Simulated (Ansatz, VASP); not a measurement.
**Two plane-wave programs on Al**

```
Al
1.0
     4.99574    0.00000    0.00000
     0.00000    4.99574    0.00000
     0.00000    0.00000    4.99574
Al
6
Direct
  0.25000 0.00000 0.50000
  0.75000 0.00000 0.50000
  0.50000 0.25000 0.00000
  0.50000 0.75000 0.00000
  0.00000 0.50000 0.25000
  0.00000 0.50000 0.75000
```

Alike in both runs: functional PBE; k mesh 4 × 4 × 4; occupations gaussian, width 0.1 eV; no spin polarisation.

Ansatz relaxed the structure, and its values are those at the end. VASP's run is a single point on that final structure, the one shown.

|  | VASP | Ansatz |
| --- | --- | --- |
| version | VASP 6.6.1 | Ansatz 0.2.0 |
| potentials or method | VASP PAW PBE potentials, release 64 (Al), cutoff 520 eV | scalar-relativistic, plane waves, PAW |
| valence electrons in the cell | 18 | 18 |

|  | VASP | Ansatz | Ansatz less VASP |
| --- | --- | --- | --- |
| gap on the k mesh at the Fermi level (eV) | none | none | - |
| pressure (GPa) | 0.2 | 0.2 | +0.02 |

A gap of «none» marks a metal or a gap that the smearing closes.
